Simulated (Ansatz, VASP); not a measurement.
Two plane-wave programs on NbH2

INCAR

```
SYSTEM = NbH2
PREC = Accurate
ENCUT = 600
EDIFF = 1E-7
ISMEAR = -1
SIGMA = 0.15
LREAL = .False.
LASPH = .True.
NELM = 60
ALGO = Normal
ISIF = 3
LWAVE = .False.
LCHARG = .False.
GGA = PS
IBRION = 2
NSW = 80
EDIFFG = -0.001
```

File KPOINTS:

```
regular mesh
0
Gamma
  16 16 16
  0 0 0
```

POSCAR

```
NbH2
1.0
    0.0000000000      2.2589758080      2.2589758080
    2.2589758080      0.0000000000      2.2589758080
    2.2589758080      2.2589758080      0.0000000000
Nb H
1 2
Direct
    0.0000000000      0.0000000000      0.0000000000
    0.2500000000      0.2500000000      0.2500000000
    0.7500000000      0.7500000000      0.7500000000
```

Input for Ansatz:

```yaml
crystal:
  lattice:
    - [0.0, 2.258975808, 2.258975808]
    - [2.258975808, 0.0, 2.258975808]
    - [2.258975808, 2.258975808, 0.0]
  atoms:
    - { symbol: Nb, position: [0.0, 0.0, 0.0] }
    - { symbol: H, position: [0.25, 0.25, 0.25] }
    - { symbol: H, position: [0.75, 0.75, 0.75] }
basis:
  ecutwfc: 420
kpoints:
  mp_grid: { grid: [16, 16, 16] }
hamiltonian:
  xc: pbesol
scf:
  occupations: { method: fermi_dirac, width: 0.15 }
output:
  forces: true
  stress: true
  eigenvalues: true
relax:
  adjacent_minimum: "off"
  f_tol: 0.001
  max_steps: 60
  cell: { stress_tol: 0.01 }
```

Alike in both runs: task relaxation of cell and atoms; functional PBEsol; k mesh 16 × 16 × 16; occupations fermi-dirac, width 0.15 eV; no spin polarisation.

```csv
,VASP,Ansatz
version,VASP 6.6.1,Ansatz 0.2.0
potentials or method,"VASP PAW PBE potentials, release 64 (Nb_sv, H), cutoff 600 eV","scalar-relativistic, plane waves, PAW"
valence electrons in the cell,15,15
```

Ansatz gave:

```
gap on the k mesh at the Fermi level, each at its own relaxed structure (eV) : none
relaxed volume (Å³/atom)                                                     : 7.70
relaxed length of the cell vector where the two differ most in proportion (Å)              : 3.197
```

Which values does VASP return?

gap on the k mesh at the Fermi level, each at its own relaxed structure (eV): none; relaxed volume (Å³/atom): 7.68; relaxed length of the cell vector where the two differ most in proportion (Å): 3.194.

VASP's potentials were made for PBE, not for PBEsol. A gap of «none» marks a metal or a gap that the smearing closes.
